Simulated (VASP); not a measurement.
# C (Fmm2) in VASP: single point with PBE

Aim: the single point of C with PBE.

All numbers are computed with VASP 6.6.1; they aren't measurements. Logs are shortened: lines on timing, memory, paths and dates and some standing lists are left out, and cuts for length are marked.

## 1. The cell of the first run

The structure is orthorhombic, space group Fmm2 (No. 42). The conventional cell has a = 2.518 Å, b = 33.218 Å, c = 4.361 Å, α = 90.00°, β = 90.00°, γ = 90.00°. Within 2.1 Å of C (site symmetry m) lie 4 C at 1.54 Å. Within 2.1 Å of C (site symmetry m) lie 4 C at 1.54 Å. Within 2.1 Å of C (site symmetry m) lie 4 C at 1.54 Å. C (site symmetry m) has 4 C at 1.54 Å within 2.1 Å. Within 2.1 Å of C (site symmetry m) lie 4 C at 1.54 to 1.57 Å. C (site symmetry m) has 4 C at 1.54 to 1.57 Å within 2.1 Å. C (site symmetry m) has 5 C at 1.54 to 2.01 Å within 2.1 Å. C (site symmetry m) has 4 C at 1.54 to 1.57 Å within 2.1 Å.

## 2. Single point, PBE (the part above a cut slid along it)

INCAR

```
SYSTEM = C
PREC = Accurate
ENCUT = 520
EDIFF = 1E-6
ISMEAR = 0
SIGMA = 0.05
LREAL = Auto
LASPH = .True.
NELM = 80
ALGO = Normal
ISIF = 2
LWAVE = .False.
LCHARG = .False.
GGA = PE
NBANDS = 46
ISYM = 0
```

KPOINTS

```
regular mesh
0
Gamma
  10 10 2
  0 0 0
```

POSCAR

```
C
1.0
   -2.5180184914      0.0000000000      0.0000000000
   -1.2590092457     -2.1806679808      0.0000000000
   -1.2590092457      0.0000000000     16.6091763648
C
16
Direct
   -0.3357420410      0.0000000000      0.6714840821
   -0.0857420410      0.0000000000      0.1714840821
   -0.4607420410      1.0000000000      0.9214840821
   -0.2107420411      1.0000000000      0.4214840821
   -0.4142579590      0.0000000000      0.8285159179
   -0.1642579590      0.0000000000      0.3285159179
   -0.0392579590      1.0000000000      0.0785159179
   -0.2892579590      1.0000000000      0.5785159179
   -0.0180488073      0.3333333333      0.7027642813
    0.2319511927      0.3333333333      0.2027642813
    0.1902845260      0.6666666667      0.9527642813
    0.4402845260      0.6666666667      0.4527642813
   -0.0652845260      0.3333333333      0.7972357187
    0.1847154740      0.3333333333      0.2972357187
    0.6430488073      0.6666666667      0.0472357187
    0.3930488073      0.6666666667      0.5472357187
```

Potentials or basis: VASP PAW PBE potentials, release 64 (C).

Launch:

```sh
cat potpaw_PBE.64/C/POTCAR > POTCAR
mpirun -np 1 vasp_std > vasp.out
```

OUTCAR:

```text
SYSTEM = C
   PREC = Accurate
   ENCUT = 520
   EDIFF = 1E-6
   ISMEAR = 0
   LREAL = Auto
   LASPH = .True.
   NELM = 80
   ISIF = 2
   GGA = PE
   ISYM = 0

 ion  position               nearest neighbor table
   1  0.664  0.000  0.671-   9 1.54   9 1.54   9 1.54   8 1.54
   2  0.914  0.000  0.171-  10 1.54  10 1.54  10 1.54   7 1.54
   3  0.539  0.000  0.921-  11 1.54  11 1.54  11 1.54   5 1.54
   4  0.789  0.000  0.421-  12 1.54  12 1.54  12 1.54   6 1.54
   5  0.586  0.000  0.829-  13 1.54  13 1.54  13 1.54   3 1.54
   6  0.836  0.000  0.329-  14 1.54  14 1.54  14 1.54   4 1.54
   7  0.961  0.000  0.079-  15 1.54  15 1.54  15 1.54   2 1.54
   8  0.711  0.000  0.579-  16 1.54  16 1.54  16 1.54   1 1.54
   9  0.982  0.333  0.703-   1 1.54   1 1.54   1 1.54  13 1.57
  10  0.232  0.333  0.203-   2 1.54   2 1.54   2 1.54  14 1.57
  11  0.190  0.667  0.953-   3 1.54   3 1.54   3 1.54  15 2.01  15 2.01
  12  0.440  0.667  0.453-   4 1.54   4 1.54   4 1.54  16 1.57
  13  0.935  0.333  0.797-   5 1.54   5 1.54   5 1.54   9 1.57
  14  0.185  0.333  0.297-   6 1.54   6 1.54   6 1.54  10 1.57
  15  0.643  0.667  0.047-   7 1.54   7 1.54   7 1.54  11 2.01  11 2.01
  16  0.393  0.667  0.547-   8 1.54   8 1.54   8 1.54  12 1.57

IMPORTANT INFORMATION: All symmetrisations will be switched off!
NOSYMM: (Re-)initialisation of all symmetry stuff for point group C_1.

----------------------------------------------------------------------------------------

                                     Primitive cell

  volume of cell :      91.2004

  direct lattice vectors                    reciprocal lattice vectors
    -2.518018491  0.000000000  0.000000000    -0.397137671  0.229287541 -0.030103841
    -1.259009246 -2.180667981  0.000000000     0.000000000 -0.458575083  0.000000000
    -1.259009246  0.000000000 16.609176365     0.000000000  0.000000000  0.060207681

  length of vectors
     2.518018491  2.518018491 16.656825742     0.459562126  0.458575083  0.060207681

  position of ions in fractional coordinates (direct lattice)
     0.664257959  0.000000000  0.671484082
     0.914257959  0.000000000  0.171484082
     0.539257959  0.000000000  0.921484082
     0.789257959  0.000000000  0.421484082
     0.585742041  0.000000000  0.828515918
     0.835742041  0.000000000  0.328515918
[... 8 lines left out ...]
     0.643048807  0.666666667  0.047235719
     0.393048807  0.666666667  0.547235719

  ion indices of the primitive-cell ions
   primitive index   ion index
                 1           1
                 2           2
                 3           3
                 4           4
                 5           5
                 6           6
[... 8 lines left out ...]
                15          15
                16          16

----------------------------------------------------------------------------------------

 KPOINTS: regular mesh

Automatic generation of k-mesh.
 Grid dimensions read from file:
 generate k-points for:   10   10    2

 Generating k-lattice:

  Cartesian coordinates                     Fractional coordinates (reciprocal lattice)
    -0.039713767  0.022928754 -0.003010384     0.100000000  0.000000000  0.000000000
     0.000000000 -0.045857508  0.000000000     0.000000000  0.100000000  0.000000000
     0.000000000  0.000000000  0.030103841     0.000000000  0.000000000  0.500000000

  Length of vectors
     0.045956213  0.045857508  0.030103841

  Shift w.r.t. Gamma in fractional coordinates (k-lattice)
     0.000000000  0.000000000  0.000000000

 -----------------------------------------------------------------------------
|                                                                             |
|           W    W    AA    RRRRR   N    N  II  N    N   GGGG   !!!           |
|           W    W   A  A   R    R  NN   N  II  NN   N  G    G  !!!           |
|           W    W  A    A  R    R  N N  N  II  N N  N  G       !!!           |
|           W WW W  AAAAAA  RRRRR   N  N N  II  N  N N  G  GGG   !            |
|           WW  WW  A    A  R   R   N   NN  II  N   NN  G    G                |
|           W    W  A    A  R    R  N    N  II  N    N   GGGG   !!!           |
|                                                                             |
|     Your reciprocal lattice and k-lattice belong to different lattice       |
|     classes:                                                                |
|                                                                             |
|        The reciprocal lattice is body-centered orthorhombic,                |
|        whereas your k-lattice is base-centered monoclinic.                  |
|                                                                             |
|     Results are often still useful ...                                      |
|                                                                             |
 -----------------------------------------------------------------------------

 WARNING: IBZKPT: internal override: KBLOWUP is changed to .FALSE.
      ... skipping the blow-up phase ...

 Subroutine IBZKPT returns following result:
 ===========================================

 Found    104 irreducible k-points:

 Following reciprocal coordinates:
            Coordinates               Weight
  0.000000  0.000000  0.000000      1.000000
  0.100000  0.000000 -0.000000      2.000000
  0.200000  0.000000 -0.000000      2.000000
  0.300000 -0.000000  0.000000      2.000000
  0.400000 -0.000000 -0.000000      2.000000
  0.500000 -0.000000  0.000000      1.000000
[... 16 lines left out ...]
 -0.400000  0.200000  0.000000      2.000000
 -0.300000  0.200000  0.000000      2.000000
 [... further k-points ...]
   k-points           NKPTS =    104   k-points in BZ     NKDIM =    104   number of bands    NBANDS=     46
   number of dos      NEDOS =    301   number of ions     NIONS =     16
   total plane-waves  NPLWV =  50400
   dimension x,y,z NGX =    20 NGY =   20 NGZ =  126
   dimension x,y,z NGXF=    40 NGYF=   40 NGZF=  252
   ions per type =              16
   NGX,Y,Z   is equivalent  to a cutoff of  13.20, 13.20, 12.58 a.u.
   NGXF,Y,Z  is equivalent  to a cutoff of  26.41, 26.41, 25.15 a.u.
 SYSTEM =  C
   PREC   = accura    normal or accurate (medium, high low for compatibility)
   ISTART =      0    job   : 0-new  1-cont  2-samecut
   ICHARG =      2    charge: 1-file 2-atom 10-const
   ISPIN  =      1    spin polarized calculation?
   LNONCOLLINEAR =      F non collinear calculations
   LSORBIT =      F    spin-orbit coupling
   LASPH  =      T    aspherical Exc in radial PAW
   ENCUT  =  520.0 eV  38.22 Ry    6.18 a.u.   4.68  4.68 30.97*2*pi/ulx,y,z
   NELM   =     80;   NELMIN=  2; NELMDL= -5     # of ELM steps
   EDIFF  = 0.1E-05   stopping-criterion for ELM
   LREAL  =      T    real-space projection
   EDIFFG = 0.1E-04   stopping-criterion for IOM
   NSW    =      0    number of steps for IOM
   IBRION =     -1    ionic relax: 0-MD 1-quasi-New 2-CG
   NFREE  =      0    steps in history (QN), initial steepest desc. (CG)
   ISIF   =      2    stress and relaxation
   ISYM   =      0    0-nonsym 1-usesym 2-fastsym
   POTIM  = 0.5000    time-step for ionic-motion
   TEBEG  =    0.0;   TEEND  =   0.0 temperature during run
   PSTRESS=    0.0 pullay stress
   NELECT =      64.0000    total number of electrons
   NUPDOWN=      -1.0000    fix difference up-down
   EMIN   =  10.00;   EMAX   =-10.00  energy-range for DOS
   EFERMI =   0.00;   METHOD = LEGACY
   ISMEAR =     0;   SIGMA  =   0.05  broadening in eV -4-tet -1-fermi 0-gaus
   EFERMI_NEDOS =   21; number of points for ismear=-14 and -15
   IALGO  =     38    algorithm
   IMIX   =      4    mixing-type and parameters
     AMIX     =   0.40;   BMIX     =  1.00
     AMIX_MAG =   1.60;   BMIX_MAG =  1.00
  volume/ion in A,a.u.               =       5.70        38.47
  Fermi-wavevector in a.u.,A,eV,Ry     =   1.454798  2.749169 28.795869  2.116437
  Thomas-Fermi vector in A             =   2.571907
   LORBIT       =      0    0 simple, 1 ext, 2 COOP (PROOUT), +10 PAW based schemes
   GGA     = PE    functional components
   LHFCALC =     F    Hartree Fock is set to
   AEXX    =    0.0000 exact exchange contribution
   IVDW    =     0    specifies the selected vdW correction
   LEPSILON=     F    determine dielectric tensor
   LRPA    =     F    only Hartree local field effects (RPA)
 non-spin polarized calculation
 Gauss-broadening in eV      SIGMA  =   0.05
  energy-cutoff  :      520.00
  volume of cell :       91.20
 maximum number of plane-waves:      2481
   NGX =  9   NGY =  9   NGZ = 61

 number of electron      64.0000000 magnetization

 Free energy of the ion-electron system (eV)
  ---------------------------------------------------
  ext. energy  EPLUGINS =         0.00000000
  ---------------------------------------------------
  free energy    TOTEN  =      -141.18659791 eV

  energy without entropy =     -141.18457025  energy(sigma->0) =     -141.18558408

 E-fermi :   9.8999     XC(G=0): -13.2569

 val. band max:        9.8805481332   @ k =   0.1000   0.1000   0.5000
 cond. band min:       9.9276771584   @ k =   0.2000   0.1000   0.5000
 fundamental gap:      0.0471290252
 Fermi energy:         9.8998556428

 k-point     1 :       0.0000    0.0000    0.0000
  band No.  band energies     occupation
      1     -11.7755      2.00000
      2     -11.3528      2.00000
      3     -11.2979      2.00000
      4     -10.1403      2.00000
      5      -9.9874      2.00000
      6      -8.0720      2.00000
[... 36 lines left out ...]
     43      16.8643      0.00000
     44      16.9938      0.00000

 k-point     2 :       0.1000    0.0000   -0.0000
  band No.  band energies     occupation
      1     -11.5278      2.00000
      2     -11.1282      2.00000
      3     -11.0281      2.00000
      4      -9.9330      2.00000
      5      -9.7073      2.00000
      6      -7.9204      2.00000
[... 1026 lines left out ...]
 k-point    24 :      -0.3000    0.2000    0.0000
  band No.  band energies     occupation
      1      -7.2530      2.00000
      2      -6.9425      2.00000
      3      -6.6987      2.00000
      4      -5.9040      2.00000
      5      -5.4421      2.00000
      6      -4.2289      2.00000
[... 36 lines left out ...]
     43      19.2086      0.00000
     44      19.5256      0.00000

 [... further k-points ...]

 [bands above 44 left out]

------------------------ aborting loop because EDIFF is reached ----------------------------------------

  FORCE on cell =-STRESS in cart. coord.  units (eV):
  Direction    XX          YY          ZZ          XY          YZ          ZX
  --------------------------------------------------------------------------------------
  -------------------------------------------------------------------------------------
  Total       -4.1600630      1.2783030      8.3715404     -0.0000030      0.0004775      0.0240531
  in kB      -73.0825908     22.4567981    147.0684107     -0.0000533      0.0083882      0.4225568
  external PRESSURE =      32.1475393 kB  Pullay stress =       0.0000000 kB

 VOLUME and BASIS-vectors are now :
 -----------------------------------------------------------------------------
  energy-cutoff  :      520.00
  volume of cell :       91.20
      direct lattice vectors                 reciprocal lattice vectors
    -2.518018491  0.000000000  0.000000000    -0.397137671  0.229287541 -0.030103841
    -1.259009246 -2.180667981  0.000000000     0.000000000 -0.458575083  0.000000000
    -1.259009246  0.000000000 16.609176365     0.000000000  0.000000000  0.060207681

 POSITION                                       TOTAL-FORCE (eV/Angst)
 -----------------------------------------------------------------------------------
     -2.51802      0.00000     11.15280         0.001260     -0.014925      0.060790
     -2.51802      0.00000      2.84821         0.001252     -0.353332      0.597473
     -2.51802      0.00000     15.30509         0.006747     -0.689516      0.038341
     -2.51802      0.00000      7.00050         0.006452      0.008922      0.041440
     -2.51802      0.00000     13.76097        -0.001252     -0.353529     -0.597356
     -2.51802      0.00000      5.45638        -0.001259     -0.014919     -0.060795
[... 8 lines left out ...]
     -2.51802     -1.45378      0.78455        -0.004617      1.051209      3.184393
     -2.51802     -1.45378      9.08913        -0.004716     -0.001593      0.028580
 -----------------------------------------------------------------------------------
    total drift:                                0.000001      0.013571      0.000056

  FREE ENERGIE OF THE ION-ELECTRON SYSTEM (eV)
  ---------------------------------------------------
  free  energy   TOTEN  =      -141.1865979083 eV

  energy  without entropy=     -141.1845702521  energy(sigma->0) =     -141.18558408
```

It took 5 min on 1 thread of Intel Xeon 6975P-C (Granite Rapids), shared host; peak memory 0.38 GiB.

What came out:

```
Free energy            : -141.1866 eV
Pressure               : 3.2 GPa
Largest force          : 3.354 eV/Å
Band gap on the k mesh : zero (bands 32 and 33 overlap by 0.25 eV)
```

Forces on the atoms (eV/Å):
```
C    0.001 -0.015  0.061
C    0.001 -0.353  0.597
C    0.007 -0.690  0.038
C    0.006  0.009  0.041
C   -0.001 -0.354 -0.597
C   -0.001 -0.015 -0.061
C   -0.007 -0.690 -0.038
C   -0.006  0.009 -0.041
C    0.000  0.009 -0.095
C    0.000 -0.010 -0.129
C    0.005  1.051 -3.185
C    0.005 -0.002 -0.029
C    0.000 -0.010  0.129
C    0.000  0.009  0.095
C   -0.005  1.051  3.184
C   -0.005 -0.002  0.029
```

Levels at points of the mesh, in eV from the Fermi level:
```
           k point  band 29  band 30  band 31  band 32  band 33  band 34  band 35  band 36
(0.00, 0.00, 0.00)    -0.35    -0.30    -0.25     0.17     4.97     5.26     5.35     5.46
(0.50, 0.00, 0.00)    -4.16    -3.63    -3.26    -0.08    -0.07     4.52     4.80     5.16
(0.00, 0.50, 0.00)    -4.40    -3.31    -3.25    -2.94     3.31     4.53     4.82     5.27
(0.50, 0.50, 0.00)    -4.16    -3.63    -3.26    -0.08    -0.07     4.52     4.80     5.16
(0.00, 0.00, 0.50)    -0.50    -0.31    -0.27    -0.14     5.18     5.20     5.31     5.65
(0.50, 0.00, 0.50)    -4.16    -3.63    -3.26    -0.08    -0.07     4.52     4.80     5.16
(0.00, 0.50, 0.50)    -3.79    -3.76    -3.08    -3.01     3.32     4.51     4.85     5.29
(0.50, 0.50, 0.50)    -4.16    -3.63    -3.26    -0.08    -0.07     4.52     4.80     5.16
```

Caveat: the cell differs from its parent crystal (the part above a cut slid along it); the stress differs along the axes, from -7 to 15 GPa; forces of over 1 eV/Å act on the atoms, so gaps and moduli don't describe the material at rest.

The gap in the log of VASP goes by the Fermi energy; the results here count the filled bands.